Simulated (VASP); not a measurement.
Input of a VASP 6.6.1 run:

The input INCAR:

```
SYSTEM = SiB6
PREC = Accurate ; ENCUT = 520
EDIFF = 1E-6 ; ISMEAR = 0
SIGMA = 0.1 ; LREAL = .FALSE.
LASPH = .TRUE. ; NELM = 60
ALGO = Normal ; ISIF = 2
LWAVE = .FALSE. ; LCHARG = .FALSE.
GGA = PE ; NBANDS = 20
```

Contents of KPOINTS:

```
regular mesh
0
G
  6 6 6
  0 0 0
```

Contents of POSCAR:

```
SiB6
1.0
    4.1337762437      0.0000000000      0.0000000000
    0.0000000000      4.1337762437      0.0000000000
    0.0000000000      0.0000000000      4.1337762437
Si B
1 6
Direct
    0.0000000000      0.0000000000      0.0000000000
    0.2002743862      0.5000000000      0.5000000000
    0.5000000000      0.2002743862      0.5000000000
    0.7997256138      0.5000000000      0.5000000000
    0.5000000000      0.7997256138      0.5000000000
    0.5000000000      0.5000000000      0.2002743862
    0.5000000000      0.5000000000      0.7997256138
```

Potentials or basis: VASP PAW PBE potentials, release 64 (Si, B).

Run with:

```console
$ cat potpaw_PBE.64/Si/POTCAR potpaw_PBE.64/B/POTCAR > POTCAR
$ mpirun -np 1 vasp_std > vasp.out
```

Question: Estimate the pressure.

Answer: -0.1 GPa.

Question: Estimate the largest force.

Answer: 0.028 eV/Å.

Forces in eV/Å, atoms in the order of the input:
```
Si   0.000  0.000  0.000
B   -0.028  0.000  0.000
B    0.000 -0.028  0.000
B    0.028  0.000  0.000
B    0.000  0.028  0.000
B    0.000  0.000 -0.028
B    0.000  0.000  0.028
```
